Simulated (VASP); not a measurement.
Here is a VASP 6.6.1 calculation.

The input INCAR:

```
PREC     = Accurate       # precision mode
ENCUT    = 520            # plane-wave cutoff, eV
EDIFF    = 1E-6           # SCF threshold, eV
ISMEAR   = 0              # smearing method
SIGMA    = 0.05           # smearing width, eV
LREAL    = F              # projectors in reciprocal space
LASPH    = T              # aspherical terms in the spheres
NELM     = 60             # most SCF steps
ALGO     = Normal         # electronic algorithm
ISIF     = 2              # what is computed and relaxed
LWAVE    = F              # write WAVECAR
LCHARG   = F              # write CHGCAR
NBANDS   = 16             # bands
```

The input KPOINTS:

```
Automatic mesh
0
Gamma
  9 9 6
```

The input POSCAR:

```
AlN
1.0
    3.0113999106      0.0000000000      0.0000000000
   -1.5056999553      2.6079488235      0.0000000000
    0.0000000000      0.0000000000      4.8199946833
Al N
2 2
Direct
    0.3054891404      0.6666666667      0.0015210182
    0.6945108596      0.3333333333      0.5015210182
    0.3581834940      0.6666666667      0.3834789818
    0.6418165060      0.3333333333      0.8834789818
```

Potentials or basis: VASP PAW LDA potentials, release 64 (Al, N).

Command:

```sh
$ cat potpaw_LDA.64/Al/POTCAR potpaw_LDA.64/N/POTCAR > POTCAR
$ mpirun -np 1 vasp_std > vasp.out
```

Q: What does it give for the pressure?

A: 19.2 GPa.

Q: What does it give for the largest force?

A: 0.502 eV/Å.

Q: Predict the band gap on the k mesh.

A: 4.85 eV, indirect (least direct gap 5.03 eV).

Forces on the atoms (eV/Å):
```
Al   0.499  0.040  0.041
Al  -0.499 -0.040  0.041
N   -0.173  0.018 -0.041
N    0.173 -0.018 -0.041
```

A k mesh can miss the band edges. Expect the measured gap to be larger: semilocal functionals such as LDA lack the derivative discontinuity.
